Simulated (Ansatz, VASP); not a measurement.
# KCl: VASP beside Ansatz

```xyz
4
Lattice="0.0000 -3.1207 -2.9750 -3.1207 0.0000 -2.9750 3.1207 3.1207 -5.9499" Properties=species:S:1:pos:R:3 pbc="T T T"
K     0.0000    0.0000   -5.9499
K    -3.1207    0.0000   -2.9750
Cl   -0.0309   -0.0686   -9.0198
Cl    0.0309    0.0686   -2.8801
```

Change from the starting cell: mode 7 frozen in at -0.125 Å, normal strain along z -0.0467.

Alike in both runs: task single point; functional PBEsol; k mesh 6 × 6 × 6; occupations gaussian, width 0.05 eV; no spin polarisation.

|  | VASP | Ansatz |
| --- | --- | --- |
| version | VASP 6.6.1 | Ansatz 0.2.0 |
| potentials or method | VASP PAW PBE potentials, release 64 (K_sv, Cl), cutoff 520 eV | scalar-relativistic, plane waves, PAW |
| valence electrons in the cell | 32 | 32 |

Ansatz gave:

```
gap on the k mesh at the Fermi level (eV)                     : 5.20
least direct gap on the mesh (eV)                             : 5.20
pressure (GPa)                                                : 1.3
traceless stress, the component that is largest in VASP (GPa) : 1.91
rms of the force components (eV/Å)                            : 0.125
```

Problem. Which values does VASP return?

Solution. gap on the k mesh at the Fermi level (eV): 5.19; least direct gap on the mesh (eV): 5.19; pressure (GPa): 1.4; traceless stress, the component that is largest in VASP (GPa): 1.95; rms of the force components (eV/Å): 0.128.

VASP's potentials were made for PBE, not for PBEsol. Atom by atom the forces differ by 0.003 eV/Å (rms over components). The functional is the same, so the differences come from potentials, cutoffs and numerics.
